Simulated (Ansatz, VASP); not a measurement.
# Two plane-wave programs on Te2Mo

```
CELL_PARAMETERS angstrom
3.49321 0.00000 0.00000
-1.74660 3.02521 0.00000
0.00000 0.00000 37.51612
ATOMIC_POSITIONS crystal
Te 0.55045 0.82561 0.85844
Te 0.33333 0.66667 0.23184
Te 0.66667 0.33333 0.67200
Te 0.66667 0.33333 0.04531
Te 0.66667 0.33333 0.76816
Te 0.66667 0.33333 0.14156
Te 0.33333 0.66667 0.95469
Te 0.33333 0.66667 0.32800
Mo 0.33333 0.66667 0.72002
Mo 0.33333 0.66667 0.09343
Mo 0.66667 0.33333 0.90657
Mo 0.66667 0.33333 0.27998
```

Alike in both runs: task single point; functional PBEsol; k mesh 9 × 9 × 1; occupations gaussian, width 0.05 eV; no spin polarisation.

|  | VASP | Ansatz |
| --- | --- | --- |
| version | VASP 6.6.1 | Ansatz 0.2.0 |
| potentials or method | VASP PAW PBE potentials, release 64 (Te, Mo_sv), cutoff 520 eV | scalar-relativistic, plane waves, PAW |
| valence electrons in the cell | 104 | 184 |

VASP gave:

| Quantity | Value |
| --- | --- |
| gap on the k mesh at the Fermi level (eV) | 0.27 |
| least direct gap on the mesh (eV) | 0.60 |
| rms of the force components (eV/Å) | 0.934 |

**Question.** Estimate Ansatz's values.

**Answer.** gap on the k mesh at the Fermi level (eV): 0.27; least direct gap on the mesh (eV): 0.60; rms of the force components (eV/Å): 0.933.

VASP's potentials were made for PBE, not for PBEsol, and Ansatz warns of the same on its side. Atom by atom the forces differ by 0.014 eV/Å (rms over components). With one functional, cell and mesh, what is left measures potentials, basis and numerics. VASP's potentials hold 104 valence electrons a cell and Ansatz's 184, so a difference there can come from the potentials and not from the codes.

Spin-orbit coupling is off throughout.
